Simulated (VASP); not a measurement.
Write the native input for VASP 6.6.1 that does the following.

```
Task                   : single point
Functional             : PBEsol
Potentials or basis    : VASP PAW PBE potentials, release 64 (I)
Cutoff                 : 520 eV
k mesh                 : 10 × 10 × 10
Occupations            : methfessel-paxton, width 0.05 eV
Spin                   : no spin polarisation
Dipole correction      : no
Further INCAR settings : ALGO = Normal; EDIFF = 1e-07; NBANDS = 10
```

The structure of I lies in POSCAR:

```
I
1.0
   -2.0893800000      2.0893800000      2.0893800000
    2.0893800000     -2.0893800000      2.0893800000
    2.0893800000      2.0893800000     -2.0893800000
I
1
Direct
    0.0000000000      0.0000000000      0.0000000000
```

One way to write it, as run:

INCAR

```
SYSTEM = I
ALGO = Normal
EDIFF = 1E-7
ENCUT = 520
GGA = PS
ISIF = 2
ISMEAR = 1
LASPH = .TRUE.
LCHARG = .FALSE.
LREAL = .FALSE.
LWAVE = .FALSE.
NBANDS = 10
NELM = 60
PREC = Accurate
SIGMA = 0.05
```

KPOINTS

```
k-points
0
G
  10 10 10
  0 0 0
```

Potentials or basis: VASP PAW PBE potentials, release 64 (I).

Launch:

```bash
$ cat potpaw_PBE.64/I/POTCAR > POTCAR
$ mpirun -np 1 vasp_std > vasp.out
```

It gave:

* Pressure: -2.6 GPa

Caveat: the PAW data sets were made with another functional, which shifts forces and pressure a little; an odd number of electrons without spin polarisation forces a metal; a magnetic or distorted state may lie lower.

Wall time 12 s on 1 thread of Intel(R) Xeon(R) Platinum 8259CL CPU @ 2.50GHz (Skylake/Cascade Lake) (shared host), peak memory 0.16 GiB.
